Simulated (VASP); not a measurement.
# Zr2Cl (R-3m) in VASP: single point with PBE

Aim: the single point of Zr2Cl with PBE.

All numbers are computed with VASP 6.6.1; they aren't measurements. Logs are shortened: lines on timing, memory, paths and dates and some standing lists are left out, and cuts for length are marked.

## (1) The cell of the first run

The structure is trigonal, space group R-3m (No. 166). Conventional cell: a = 3.341 Å, b = 3.341 Å, c = 45.564 Å, α = 90.00°, β = 90.00°, γ = 120.00°. Within 3.5 Å of Zr (site symmetry 3m) lie 3 Cl at 2.62 Å and 9 Zr at 3.15 to 3.34 Å. Zr (site symmetry 3m) has 12 Zr at 3.15 to 3.34 Å within 4.1 Å. Within 3.5 Å of Cl (site symmetry 3m) lie 3 Zr at 2.62 Å and 6 Cl at 3.34 Å.

## (2) Single point, PBE

Input file INCAR:

```
PREC = Accurate
ENCUT = 500
EDIFF = 1E-6
ISMEAR = 0
SIGMA = 0.2
LREAL = F
LASPH = T
NELM = 120
ALGO = Normal
ISIF = 2
LWAVE = F
LCHARG = F
GGA = PE
NBANDS = 74
GGA_COMPAT = F
```

Input file KPOINTS:

```
Automatic mesh
0
Gamma
  6 4 6
```

Input file POSCAR:

```
Zr2Cl
1.0
    1.6702652357     -2.8929842504      0.0000000000
   -5.0107957072     -2.8929842504      0.0000000000
    0.0000000000      1.9286561669    -15.1878874316
Zr Cl
8 4
Direct
    0.8759836638      0.9586612213      0.7519673276
    0.3759836638      0.4586612213      0.7519673276
    0.4577757138      0.8192585713      0.9155514276
    0.9577757138      0.3192585713      0.9155514276
    0.6240163362      0.5413387787      0.2480326724
    0.1240163362      0.0413387787      0.2480326724
    0.0422242862      0.6807414287      0.0844485724
    0.5422242862      0.1807414287      0.0844485724
    0.8174112030      0.6058037343      0.6348224060
    0.3174112030      0.1058037343      0.6348224060
    0.6825887970      0.8941962657      0.3651775940
    0.1825887970      0.3941962657      0.3651775940
```

Potentials or basis: VASP PAW PBE potentials, release 64 (Zr_sv, Cl).

Started as:

```bash
$ cat potpaw_PBE.64/Zr_sv/POTCAR potpaw_PBE.64/Cl/POTCAR > POTCAR
$ mpirun -np 1 vasp_std > vasp.out
```

OUTCAR:

```text
PREC = Accurate
   ENCUT = 500
   EDIFF = 1E-6
   ISMEAR = 0
   LREAL = F
   LASPH = T
   NELM = 120
   ISIF = 2
   GGA = PE

 ion  position               nearest neighbor table
   1  0.876  0.959  0.752-  10 2.62  10 2.62   9 2.62   3 3.15   3 3.15   4 3.15   2 3.34   2 3.34
                             2 3.34   2 3.34
   2  0.376  0.459  0.752-   9 2.62   9 2.62  10 2.62   4 3.15   4 3.15   3 3.15   1 3.34   1 3.34
                             1 3.34   1 3.34
   3  0.458  0.819  0.916-   1 3.15   1 3.15   2 3.15   8 3.21   7 3.21   7 3.21   4 3.34   4 3.34
                             4 3.34   4 3.34
   4  0.958  0.319  0.916-   2 3.15   2 3.15   1 3.15   7 3.21   8 3.21   8 3.21   3 3.34   3 3.34
                             3 3.34   3 3.34
   5  0.624  0.541  0.248-  12 2.62  12 2.62  11 2.62   7 3.15   7 3.15   8 3.15   6 3.34   6 3.34
                             6 3.34   6 3.34
   6  0.124  0.041  0.248-  11 2.62  11 2.62  12 2.62   8 3.15   8 3.15   7 3.15   5 3.34   5 3.34
                             5 3.34   5 3.34
   7  0.042  0.681  0.084-   5 3.15   5 3.15   6 3.15   4 3.21   3 3.21   3 3.21   8 3.34   8 3.34
                             8 3.34   8 3.34
   8  0.542  0.181  0.084-   6 3.15   6 3.15   5 3.15   3 3.21   4 3.21   4 3.21   7 3.34   7 3.34
                             7 3.34   7 3.34
   9  0.817  0.606  0.635-   2 2.62   2 2.62   1 2.62
  10  0.317  0.106  0.635-   1 2.62   1 2.62   2 2.62
  11  0.683  0.894  0.365-   6 2.62   6 2.62   5 2.62
  12  0.183  0.394  0.365-   5 2.62   5 2.62   6 2.62

  LATTYP: Found a base centered monoclinic cell.
 ALAT       =    30.4369415867
 B/A-ratio  =     0.1097525013
 C/A-ratio  =     0.1900969085
 COS(beta)  =    -0.0633656362

  Lattice vectors:

 A1 = (   0.0000000000,   1.9286561669, -15.1878874316)
 A2 = (   1.6702652357,  -0.9643280835, -15.1878874316)
 A3 = (  -5.0107957072,  -2.8929842504,   0.0000000000)

Analysis of symmetry for initial positions (statically):
=====================================================================
 Subroutine PRICEL returns following result:

  LATTYP: Found a trigonal (rhomboedric) cell.
 ALAT       =    15.3098543182
 COS(alpha) =     0.9761955165

  Lattice vectors:

 A1 = (  -1.6702652358,  -0.9643280835, -15.1878874316)
 A2 = (   0.0000000000,   1.9286561669, -15.1878874316)
 A3 = (   1.6702652357,  -0.9643280835, -15.1878874316)

   2 primitive cells build up your supercell.

 Routine SETGRP: Setting up the symmetry group for a
 base centered monoclinic supercell.

 Subroutine GETGRP returns: Found  4 space group operations
 (whereof  4 operations were pure point group operations)
 out of a pool of  4 trial point group operations.

The static configuration has the point symmetry C_2h.

Analysis of symmetry for dynamics (positions and initial velocities):
=====================================================================
 Subroutine PRICEL returns following result:

  LATTYP: Found a trigonal (rhomboedric) cell.
 ALAT       =    15.3098543182
 COS(alpha) =     0.9761955165

  Lattice vectors:

 A1 = (  -1.6702652358,  -0.9643280835, -15.1878874316)
 A2 = (   0.0000000000,   1.9286561669, -15.1878874316)
 A3 = (   1.6702652357,  -0.9643280835, -15.1878874316)

   2 primitive cells build up your supercell.

 Routine SETGRP: Setting up the symmetry group for a
 base centered monoclinic supercell.

 Subroutine GETGRP returns: Found  4 space group operations
 (whereof  4 operations were pure point group operations)
 out of a pool of  4 trial point group operations.

The dynamic configuration has the point symmetry C_2h.

 Subroutine INISYM returns: Found  4 space group operations
 (whereof  4 operations are pure point group operations),
 and found     2 'primitive' translations

----------------------------------------------------------------------------------------

                                     Primitive cell

  volume of cell :     146.7773

[... 24 lines left out ...]

----------------------------------------------------------------------------------------

 KPOINTS: Automatic mesh

Automatic generation of k-mesh.
 Grid dimensions read from file:
 generate k-points for:    6    4    6

 Generating k-lattice:

  Cartesian coordinates                     Fractional coordinates (reciprocal lattice)
     0.024946138 -0.043207978 -0.005486828     0.166666667 -0.000000000  0.000000000
    -0.037419207 -0.021603989 -0.002743414     0.000000000  0.250000000 -0.000000000
     0.000000000  0.000000000 -0.010973657     0.000000000  0.000000000  0.166666667

  Length of vectors
     0.050193072  0.043294985  0.010973657

  Shift w.r.t. Gamma in fractional coordinates (k-lattice)
     0.000000000  0.000000000  0.000000000

 Subroutine IBZKPT returns following result:
 ===========================================

 Found     47 irreducible k-points:

 Following reciprocal coordinates:
            Coordinates               Weight
  0.000000  0.000000  0.000000      1.000000
  0.166667  0.000000 -0.000000      4.000000
  0.333333  0.000000  0.000000      4.000000
  0.500000  0.000000 -0.000000      2.000000
  0.000000  0.250000  0.000000      2.000000
  0.166667  0.250000  0.000000      4.000000
[... 16 lines left out ...]
  0.500000  0.250000  0.166667      4.000000
 -0.333333  0.250000  0.166667      4.000000
 [... further k-points ...]
   k-points           NKPTS =     47   k-points in BZ     NKDIM =     47   number of bands    NBANDS=     74
   number of dos      NEDOS =    301   number of ions     NIONS =     12
   total plane-waves  NPLWV = 112896
   dimension x,y,z NGX =    24 NGY =   42 NGZ =  112
   dimension x,y,z NGXF=    48 NGYF=   84 NGZF=  224
   ions per type =               8   4
   NGX,Y,Z   is equivalent  to a cutoff of  11.94, 12.07, 12.16 a.u.
   NGXF,Y,Z  is equivalent  to a cutoff of  23.89, 24.14, 24.32 a.u.
 SYSTEM =  unknown system
   PREC   = accura    normal or accurate (medium, high low for compatibility)
   ISTART =      0    job   : 0-new  1-cont  2-samecut
   ICHARG =      2    charge: 1-file 2-atom 10-const
   ISPIN  =      1    spin polarized calculation?
   LNONCOLLINEAR =      F non collinear calculations
   LSORBIT =      F    spin-orbit coupling
   LASPH  =      T    aspherical Exc in radial PAW
   ENCUT  =  500.0 eV  36.75 Ry    6.06 a.u.   6.09 10.55 27.91*2*pi/ulx,y,z
   NELM   =    120;   NELMIN=  2; NELMDL= -5     # of ELM steps
   EDIFF  = 0.1E-05   stopping-criterion for ELM
   LREAL  =      F    real-space projection
   EDIFFG = 0.1E-04   stopping-criterion for IOM
   NSW    =      0    number of steps for IOM
   IBRION =     -1    ionic relax: 0-MD 1-quasi-New 2-CG
   NFREE  =      0    steps in history (QN), initial steepest desc. (CG)
   ISIF   =      2    stress and relaxation
   ISYM   =      2    0-nonsym 1-usesym 2-fastsym
   POTIM  = 0.5000    time-step for ionic-motion
   TEBEG  =    0.0;   TEEND  =   0.0 temperature during run
   PSTRESS=    0.0 pullay stress
   NELECT =     124.0000    total number of electrons
   NUPDOWN=      -1.0000    fix difference up-down
   EMIN   =  10.00;   EMAX   =-10.00  energy-range for DOS
   EFERMI =   0.00;   METHOD = LEGACY
   ISMEAR =     0;   SIGMA  =   0.20  broadening in eV -4-tet -1-fermi 0-gaus
   EFERMI_NEDOS =   21; number of points for ismear=-14 and -15
   IALGO  =     38    algorithm
   IMIX   =      4    mixing-type and parameters
     AMIX     =   0.40;   BMIX     =  1.00
     AMIX_MAG =   1.60;   BMIX_MAG =  1.00
  volume/ion in A,a.u.               =      24.46       165.08
  Fermi-wavevector in a.u.,A,eV,Ry     =   1.228341  2.321229 20.528779  1.508823
  Thomas-Fermi vector in A             =   2.363271
   LORBIT       =      0    0 simple, 1 ext, 2 COOP (PROOUT), +10 PAW based schemes
   GGA     = PE    functional components
   LHFCALC =     F    Hartree Fock is set to
   AEXX    =    0.0000 exact exchange contribution
   IVDW    =     0    specifies the selected vdW correction
   LEPSILON=     F    determine dielectric tensor
   LRPA    =     F    only Hartree local field effects (RPA)
 non-spin polarized calculation
 Gauss-broadening in eV      SIGMA  =   0.20
  energy-cutoff  :      500.00
  volume of cell :      293.55
 maximum number of plane-waves:      7498
   NGX = 13   NGY = 21   NGZ = 55

 number of electron     124.0000007 magnetization

 Free energy of the ion-electron system (eV)
  ---------------------------------------------------
  ext. energy  EPLUGINS =         0.00000000
  ---------------------------------------------------
  free energy    TOTEN  =       -85.40569080 eV

  energy without entropy =      -85.20397283  energy(sigma->0) =      -85.30483181

 E-fermi :   6.7805     XC(G=0):  -9.8888

 val. band max:        6.7749453284   @ k =   0.3333   0.2500   0.0000
 cond. band min:       6.7823667617   @ k =   0.3333   0.0000   0.3333
 fundamental gap:      0.0074214333
 Fermi energy:         6.7804866340

 k-point     1 :       0.0000    0.0000    0.0000
  band No.  band energies     occupation
      1     -42.4092      2.00000
      2     -42.4088      2.00000
      3     -42.3484      2.00000
      4     -42.3484      2.00000
      5     -41.9018      2.00000
      6     -41.8335      2.00000
[... 1837 lines left out ...]
     73       8.9551      0.00000
     74       9.1481      0.00000

 [... further k-points ...]

------------------------ aborting loop because EDIFF is reached ----------------------------------------

  FORCE on cell =-STRESS in cart. coord.  units (eV):
  Direction    XX          YY          ZZ          XY          YZ          ZX
  --------------------------------------------------------------------------------------
  -------------------------------------------------------------------------------------
  Total       -0.1169923      0.0139340      0.4472425     -0.1133855     -0.0169300     -0.0293236
  in kB       -0.6385265      0.0760497      2.4409833     -0.6188411     -0.0924015     -0.1600441
  external PRESSURE =       0.6261688 kB  Pullay stress =       0.0000000 kB

 VOLUME and BASIS-vectors are now :
 -----------------------------------------------------------------------------
  energy-cutoff  :      500.00
  volume of cell :      293.55
      direct lattice vectors                 reciprocal lattice vectors
     1.670265236 -2.892984250  0.000000000     0.149676827 -0.259247868 -0.032920971
    -5.010795707 -2.892984250  0.000000000    -0.149676827 -0.086415956 -0.010973657
     0.000000000  1.928656167-15.187887432     0.000000000  0.000000000 -0.065841942

 POSITION                                       TOTAL-FORCE (eV/Angst)
 -----------------------------------------------------------------------------------
     -3.34053     -3.85731    -11.42080        -0.003664     -0.002115     -0.005508
     -1.67027     -0.96433    -11.42080        -0.003664     -0.002115     -0.005508
     -3.34053     -1.92866    -13.90529         0.008346      0.004819      0.061510
     -0.00000     -1.92866    -13.90529         0.008346      0.004819      0.061510
     -1.67027     -2.89298     -3.76709         0.003664      0.002115      0.005508
      0.00000      0.00000     -3.76709         0.003664      0.002115      0.005508
     -3.34053     -1.92866     -1.28260        -0.008346     -0.004819     -0.061510
      0.00000     -1.92866     -1.28260        -0.008346     -0.004819     -0.061510
     -1.67027     -2.89298     -9.64161        -0.000862     -0.000498      0.012646
      0.00000      0.00000     -9.64161        -0.000862     -0.000498      0.012646
     -3.34053     -3.85731     -5.54628         0.000862      0.000498     -0.012646
     -1.67027     -0.96433     -5.54628         0.000862      0.000498     -0.012646
 -----------------------------------------------------------------------------------
    total drift:                               -0.000000     -0.000000     -0.000000

  FREE ENERGIE OF THE ION-ELECTRON SYSTEM (eV)
  ---------------------------------------------------
  free  energy   TOTEN  =       -85.4056907959 eV

  energy  without entropy=      -85.2039728313  energy(sigma->0) =      -85.30483181
```

Run time: 9.1 min. Hardware: 1 thread of Intel Xeon 6975P-C (Granite Rapids), shared host; peak memory 0.76 GiB.

What came out:

| Item | Value |
| --- | --- |
| Free energy | -85.4057 eV |
| Pressure | 0.1 GPa |
| Largest force | 0.062 eV/Å |
| Band gap on the k mesh | zero (bands 62 and 63 overlap by 0.84 eV) |

Forces on the atoms (eV/Å):
```
Zr  -0.004 -0.002 -0.006
Zr  -0.004 -0.002 -0.006
Zr   0.008  0.005  0.062
Zr   0.008  0.005  0.062
Zr   0.004  0.002  0.006
Zr   0.004  0.002  0.006
Zr  -0.008 -0.005 -0.062
Zr  -0.008 -0.005 -0.062
Cl  -0.001  0.000  0.013
Cl  -0.001  0.000  0.013
Cl   0.001  0.000 -0.013
Cl   0.001  0.000 -0.013
```

Stress tensor (GPa, compression positive):
```
-0.06 -0.06 -0.02
-0.06  0.01 -0.01
-0.02 -0.01  0.24
```

Caveat: this functional lacks dispersion, which binds layers or chains, so the pressure and a relaxed spacing across them are unreliable.
